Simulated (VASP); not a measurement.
# Ti (P6_3/mmc) in VASP: single point with PBE

Aim: the single point of Ti with PBE.

All numbers are computed with VASP 6.6.1; they aren't measurements. Logs are shortened: lines on timing, memory, paths and dates and some standing lists are left out, and cuts for length are marked.

## Step 1: The cell of the first run

It takes space group P6_3/mmc (No. 194, hexagonal). Conventional cell: a = 2.940 Å, b = 2.940 Å, c = 4.648 Å, α = 90.00°, β = 90.00°, γ = 120.00°. Ti (site symmetry -6m2) has 12 Ti at 2.88 to 2.94 Å within 3.8 Å.

## Step 2: Single point, PBE

Input file INCAR:

```
SYSTEM = Ti
  PREC = Accurate
  ENCUT = 520
  EDIFF = 1E-7
  ISMEAR = -1
  SIGMA = 0.05
  LREAL = .FALSE.
  LASPH = .TRUE.
  NELM = 100
  ALGO = Normal
  ISIF = 2
  LWAVE = .FALSE.
  LCHARG = .FALSE.
  GGA = PE
  NBANDS = 19
```

Input file KPOINTS:

```
regular mesh
0
G
  13 13 7
  0 0 0
```

Input file POSCAR:

```
Ti
1.0
    1.4699736196     -2.5460689949      0.0000000000
    1.4699736196      2.5460689950      0.0000000000
    0.0000000000      0.0000000000      4.6478695193
Ti
2
Direct
    0.6666666670      0.3333333330      0.2500000000
    0.3333333330      0.6666666670      0.7500000000
```

Potentials or basis: VASP PAW PBE potentials, release 64 (Ti_sv).

Run with:

```bash
$ cat potpaw_PBE.64/Ti_sv/POTCAR > POTCAR
$ mpirun -np 1 vasp_std > vasp.out
```

OUTCAR:

```text
SYSTEM = Ti
   PREC = Accurate
   ENCUT = 520
   EDIFF = 1E-7
   ISMEAR = -1
   LREAL = .FALSE.
   LASPH = .TRUE.
   NELM = 100
   ISIF = 2
   GGA = PE

 ion  position               nearest neighbor table
   1  0.667  0.333  0.250-   2 2.88   2 2.88   2 2.88   2 2.88   2 2.88   2 2.88
   2  0.333  0.667  0.750-   1 2.88   1 2.88   1 2.88   1 2.88   1 2.88   1 2.88

  LATTYP: Found a hexagonal cell.
 ALAT       =     2.9399472392
 C/A-ratio  =     1.5809363710

  Lattice vectors:

 A1 = (   1.4699736196,  -2.5460689949,   0.0000000000)
 A2 = (   1.4699736196,   2.5460689950,   0.0000000000)
 A3 = (   0.0000000000,   0.0000000000,   4.6478695193)

Analysis of symmetry for initial positions (statically):
=====================================================================
 Subroutine PRICEL returns:
 Original cell was already a primitive cell.

 Routine SETGRP: Setting up the symmetry group for a
 hexagonal supercell.

 Subroutine GETGRP returns: Found 24 space group operations
 (whereof 12 operations were pure point group operations)
 out of a pool of 24 trial point group operations.

The static configuration has the point symmetry D_3d.
 The point group associated with its full space group is D_6h.

Analysis of symmetry for dynamics (positions and initial velocities):
=====================================================================
 Subroutine PRICEL returns:
 Original cell was already a primitive cell.

 Routine SETGRP: Setting up the symmetry group for a
 hexagonal supercell.

 Subroutine GETGRP returns: Found 24 space group operations
 (whereof 12 operations were pure point group operations)
 out of a pool of 24 trial point group operations.

The dynamic configuration has the point symmetry D_3d.
 The point group associated with its full space group is D_6h.

 Subroutine INISYM returns: Found 24 space group operations
 (whereof 12 operations are pure point group operations),
 and found     1 'primitive' translations

----------------------------------------------------------------------------------------

                                     Primitive cell

  volume of cell :      34.7907

  direct lattice vectors                    reciprocal lattice vectors
     1.469973620 -2.546068995  0.000000000     0.340142159 -0.196381167  0.000000000
     1.469973620  2.546068995  0.000000000     0.340142159  0.196381167  0.000000000
     0.000000000  0.000000000  4.647869519     0.000000000  0.000000000  0.215152339

  length of vectors
     2.939947239  2.939947239  4.647869519     0.392762334  0.392762334  0.215152339

  position of ions in fractional coordinates (direct lattice)
     0.666666667  0.333333333  0.250000000
     0.333333333  0.666666667  0.750000000

  ion indices of the primitive-cell ions
   primitive index   ion index
                 1           1
                 2           2

----------------------------------------------------------------------------------------

 KPOINTS: regular mesh

Automatic generation of k-mesh.
 Grid dimensions read from file:
 generate k-points for:   13   13    7

 Generating k-lattice:

  Cartesian coordinates                     Fractional coordinates (reciprocal lattice)
     0.026164781 -0.015106244  0.000000000     0.076923077  0.000000000  0.000000000
     0.026164781  0.015106244  0.000000000     0.000000000  0.076923077  0.000000000
     0.000000000  0.000000000  0.030736048     0.000000000  0.000000000  0.142857143

  Length of vectors
     0.030212487  0.030212487  0.030736048

  Shift w.r.t. Gamma in fractional coordinates (k-lattice)
     0.000000000  0.000000000  0.000000000

 Subroutine IBZKPT returns following result:
 ===========================================

 Found     84 irreducible k-points:

 Following reciprocal coordinates:
            Coordinates               Weight
  0.000000  0.000000  0.000000      1.000000
  0.076923  0.000000  0.000000      6.000000
  0.153846  0.000000  0.000000      6.000000
  0.230769  0.000000  0.000000      6.000000
  0.307692  0.000000  0.000000      6.000000
  0.384615  0.000000  0.000000      6.000000
[... 16 lines left out ...]
  0.076923  0.000000  0.142857     12.000000
  0.153846  0.000000  0.142857     12.000000
 [... further k-points ...]
   k-points           NKPTS =     84   k-points in BZ     NKDIM =     84   number of bands    NBANDS=     19
   number of dos      NEDOS =    301   number of ions     NIONS =      2
   total plane-waves  NPLWV =  20736
   dimension x,y,z NGX =    24 NGY =   24 NGZ =   36
   dimension x,y,z NGXF=    48 NGYF=   48 NGZF=   72
   ions per type =               2
   NGX,Y,Z   is equivalent  to a cutoff of  13.57, 13.57, 12.88 a.u.
   NGXF,Y,Z  is equivalent  to a cutoff of  27.14, 27.14, 25.75 a.u.
 SYSTEM =  Ti
   PREC   = accura    normal or accurate (medium, high low for compatibility)
   ISTART =      0    job   : 0-new  1-cont  2-samecut
   ICHARG =      2    charge: 1-file 2-atom 10-const
   ISPIN  =      1    spin polarized calculation?
   LNONCOLLINEAR =      F non collinear calculations
   LSORBIT =      F    spin-orbit coupling
   LASPH  =      T    aspherical Exc in radial PAW
   ENCUT  =  520.0 eV  38.22 Ry    6.18 a.u.   5.47  5.47  8.64*2*pi/ulx,y,z
   NELM   =    100;   NELMIN=  2; NELMDL= -5     # of ELM steps
   EDIFF  = 0.1E-06   stopping-criterion for ELM
   LREAL  =      F    real-space projection
   EDIFFG = 0.1E-05   stopping-criterion for IOM
   NSW    =      0    number of steps for IOM
   IBRION =     -1    ionic relax: 0-MD 1-quasi-New 2-CG
   NFREE  =      0    steps in history (QN), initial steepest desc. (CG)
   ISIF   =      2    stress and relaxation
   ISYM   =      2    0-nonsym 1-usesym 2-fastsym
   POTIM  = 0.5000    time-step for ionic-motion
   TEBEG  =    0.0;   TEEND  =   0.0 temperature during run
   PSTRESS=    0.0 pullay stress
   NELECT =      24.0000    total number of electrons
   NUPDOWN=      -1.0000    fix difference up-down
   EMIN   =  10.00;   EMAX   =-10.00  energy-range for DOS
   EFERMI =   0.00;   METHOD = LEGACY
   ISMEAR =    -1;   SIGMA  =   0.05  broadening in eV -4-tet -1-fermi 0-gaus
   EFERMI_NEDOS =   21; number of points for ismear=-14 and -15
   IALGO  =     38    algorithm
   IMIX   =      4    mixing-type and parameters
     AMIX     =   0.40;   BMIX     =  1.00
     AMIX_MAG =   1.60;   BMIX_MAG =  1.00
  volume/ion in A,a.u.               =      17.40       117.39
  Fermi-wavevector in a.u.,A,eV,Ry     =   1.446519  2.733524 28.469050  2.092416
  Thomas-Fermi vector in A             =   2.564578
   LORBIT       =      0    0 simple, 1 ext, 2 COOP (PROOUT), +10 PAW based schemes
   GGA     = PE    functional components
   LHFCALC =     F    Hartree Fock is set to
   AEXX    =    0.0000 exact exchange contribution
   IVDW    =     0    specifies the selected vdW correction
   LEPSILON=     F    determine dielectric tensor
   LRPA    =     F    only Hartree local field effects (RPA)
 non-spin polarized calculation
  energy-cutoff  :      520.00
  volume of cell :       34.79
 maximum number of plane-waves:       965
 NGX is ok and might be reduce to    24
   NGX = 11   NGY = 11   NGZ = 17

 number of electron      24.0000002 magnetization

 Free energy of the ion-electron system (eV)
  ---------------------------------------------------
  ext. energy  EPLUGINS =         0.00000000
  ---------------------------------------------------
  free energy    TOTEN  =       -15.67990127 eV

  energy without entropy =      -15.66180374  energy(sigma->0) =      -15.67085250

 E-fermi :   8.3266     XC(G=0): -11.4901

 val. band max:        8.3212902431   @ k =   0.0000   0.0000   0.4286
 cond. band min:       8.3295574763   @ k =   0.0769   0.0769   0.4286
 fundamental gap:      0.0082672332
 Fermi energy:         8.3265706132

 k-point     1 :       0.0000    0.0000    0.0000
  band No.  band energies     occupation
      1     -48.5445      2.00000
      2     -48.4077      2.00000
      3     -25.1319      2.00000
      4     -24.4919      2.00000
      5     -24.4919      2.00000
      6     -24.4250      2.00000
[... 11 lines left out ...]
     18       9.9308      0.00000
     19      11.4636      0.00000

 k-point     2 :       0.0769    0.0000    0.0000
  band No.  band energies     occupation
      1     -48.5387      2.00000
      2     -48.4055      2.00000
      3     -25.1190      2.00000
      4     -24.5182      2.00000
      5     -24.5007      2.00000
      6     -24.4306      2.00000
[... 11 lines left out ...]
     18       9.8390      0.00000
     19      11.5129      0.00000

 k-point     3 :       0.1538    0.0000    0.0000
  band No.  band energies     occupation
      1     -48.5225      2.00000
      2     -48.3996      2.00000
      3     -25.0818      2.00000
      4     -24.5913      2.00000
      5     -24.5245      2.00000
      6     -24.4927      2.00000
[... 11 lines left out ...]
     18       9.9909      0.00000
     19      11.6213      0.00000

 k-point     4 :       0.2308    0.0000    0.0000
  band No.  band energies     occupation
      1     -48.4987      2.00000
      2     -48.3920      2.00000
      3     -25.0250      2.00000
      4     -24.6954      2.00000
      5     -24.5946      2.00000
      6     -24.5568      2.00000
[... 11 lines left out ...]
     18      10.4384      0.00000
     19      11.7298      0.00000

 k-point     5 :       0.3077    0.0000    0.0000
  band No.  band energies     occupation
      1     -48.4717      2.00000
      2     -48.3856      2.00000
      3     -24.9560      2.00000
      4     -24.8069      2.00000
      5     -24.6989      2.00000
      6     -24.5898      2.00000
[... 11 lines left out ...]
     18      10.9634      0.00000
     19      11.8108      0.00000
[... 334 lines left out ...]
      2     -48.3913      2.00000
      3     -24.8749      2.00000
      4     -24.7776      2.00000
      5     -24.7420      2.00000
      6     -24.7397      2.00000
[... 11 lines left out ...]
     18      11.6234      0.00000
     19      13.7831      0.00000

 k-point    22 :       0.0000    0.0000    0.1429
  band No.  band energies     occupation
      1     -48.5378      2.00000
      2     -48.4146      2.00000
      3     -25.0982      2.00000
      4     -24.4869      2.00000
      5     -24.4869      2.00000
      6     -24.4615      2.00000
[... 11 lines left out ...]
     18      10.1184      0.00000
     19      11.4730      0.00000

 k-point    23 :       0.0769    0.0000    0.1429
  band No.  band energies     occupation
      1     -48.5322      2.00000
      2     -48.4122      2.00000
      3     -25.0869      2.00000
      4     -24.5125      2.00000
      5     -24.4955      2.00000
      6     -24.4755      2.00000
[... 11 lines left out ...]
     18      10.0779      0.00000
     19      11.5130      0.00000

 k-point    24 :       0.1538    0.0000    0.1429
  band No.  band energies     occupation
      1     -48.5164      2.00000
      2     -48.4057      2.00000
      3     -25.0551      2.00000
      4     -24.5837      2.00000
      5     -24.5313      2.00000
      6     -24.5186      2.00000
[... 11 lines left out ...]
     18      10.1043      0.00000
     19      11.5998      0.00000

 [... further k-points ...]
[... 5 lines left out ...]
  --------------------------------------------------------------------------------------
  -------------------------------------------------------------------------------------
  Total       -0.0707495     -0.0707495     -0.0320885     -0.0000000      0.0000000      0.0000000
  in kB       -3.2581441     -3.2581441     -1.4777348     -0.0000000      0.0000000      0.0000000
  external PRESSURE =      -2.6646743 kB  Pullay stress =       0.0000000 kB

 VOLUME and BASIS-vectors are now :
 -----------------------------------------------------------------------------
  energy-cutoff  :      520.00
  volume of cell :       34.79
      direct lattice vectors                 reciprocal lattice vectors
     1.469973620 -2.546068995  0.000000000     0.340142159 -0.196381167  0.000000000
     1.469973620  2.546068995  0.000000000     0.340142159  0.196381167  0.000000000
     0.000000000  0.000000000  4.647869519     0.000000000  0.000000000  0.215152339

 POSITION                                       TOTAL-FORCE (eV/Angst)
 -----------------------------------------------------------------------------------
      1.46997     -0.84869      1.16197         0.000000      0.000000      0.000000
      1.46997      0.84869      3.48590         0.000000     -0.000000      0.000000
 -----------------------------------------------------------------------------------
    total drift:                                0.000000      0.000001     -0.000000

  FREE ENERGIE OF THE ION-ELECTRON SYSTEM (eV)
  ---------------------------------------------------
  free  energy   TOTEN  =       -15.6799012655 eV

  energy  without entropy=      -15.6618037366  energy(sigma->0) =      -15.67085250
```

Run time: 21 s. Hardware: 1 thread of Intel Xeon 6975P-C (Granite Rapids), shared host; peak memory 0.18 GiB.

Results:

- Free energy: -15.6799 eV
- Pressure: -0.3 GPa
- Band gap on the k mesh: zero (bands 12 and 13 overlap by 1.10 eV)

Levels at points of the mesh, in eV from the Fermi level:
| k point | band 8 | band 9 | band 10 | band 11 | band 12 | band 13 | band 14 | band 15 | band 16 | band 17 |
| --- | --- | --- | --- | --- | --- | --- | --- | --- | --- | --- |
| (0.00, 0.00, 0.00) | -32.72 | -6.21 | -2.69 | 0.76 | 0.76 | 0.78 | 0.89 | 1.26 | 1.26 | 1.60 |
